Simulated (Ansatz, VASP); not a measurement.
# PbO in VASP and in Ansatz

Contents of INCAR:

```
SYSTEM = PbO
PREC = Accurate
ENCUT = 520
EDIFF = 1E-7
ISMEAR = 0
SIGMA = 0.01
LREAL = .False.
LASPH = .True.
NELM = 100
ALGO = Normal
ISIF = 2
LWAVE = .False.
LCHARG = .False.
GGA = RP
NBANDS = 28
```

The input KPOINTS:

```
regular mesh
0
Gamma
  4 4 3
  0 0 0
```

POSCAR

```
PbO
1.0
    3.9900000000      0.0000000000      0.0000000000
    0.0000000000      3.9900000000      0.0000000000
    0.0000000000      0.0000000000      5.0100000000
Pb O
2 2
Direct
    0.0000000000      0.5000000000      0.2400000000
    0.5000000000      0.0000000000      0.7600000000
    0.0000000000      0.0000000000      0.0000000000
    0.5000000000      0.5000000000      0.0000000000
```

Input for Ansatz:

```yaml
crystal:
  lattice:
    - [3.99, 0.0, 0.0]
    - [0.0, 3.99, 0.0]
    - [0.0, 0.0, 5.01]
  atoms:
    - { symbol: Pb, position: [0.0, 0.5, 0.24] }
    - { symbol: Pb, position: [0.5, 0.0, 0.76] }
    - { symbol: O, position: [0.0, 0.0, 0.0] }
    - { symbol: O, position: [0.5, 0.5, 0.0] }
kpoints:
  mp_grid:
    grid: [4, 4, 3]
hamiltonian:
  xc: rpbe
  pseudopotentials:
    kind: nc
scf:
  max_iter: 60
  n_extra_bands: 4
  occupations:
    method: fixed
output:
  eigenvalues: true
```

Alike in both runs: task single point; functional RPBE; k mesh 4 × 4 × 3; no spin polarisation.

|  | VASP | Ansatz |
| --- | --- | --- |
| version | VASP 6.6.1 | Ansatz 0.2.0 |
| potentials or method | VASP PAW PBE potentials, release 64 (Pb_d, O) | plane waves, norm-conserving potentials |
| plane-wave cutoff (eV) | 520 | 1240 |
| occupations | gaussian, width 0.01 eV | fixed |
| valence electrons in the cell | 40 | 40 |

VASP gave:

| Item | Value |
| --- | --- |
| gap on the k mesh at the Fermi level (eV) | 1.21 |

Problem. What did Ansatz give for the same quantities?

Solution. gap on the k mesh at the Fermi level (eV): 1.23.

VASP's potentials were made for PBE, not for RPBE.

Neither program's run includes spin-orbit coupling.
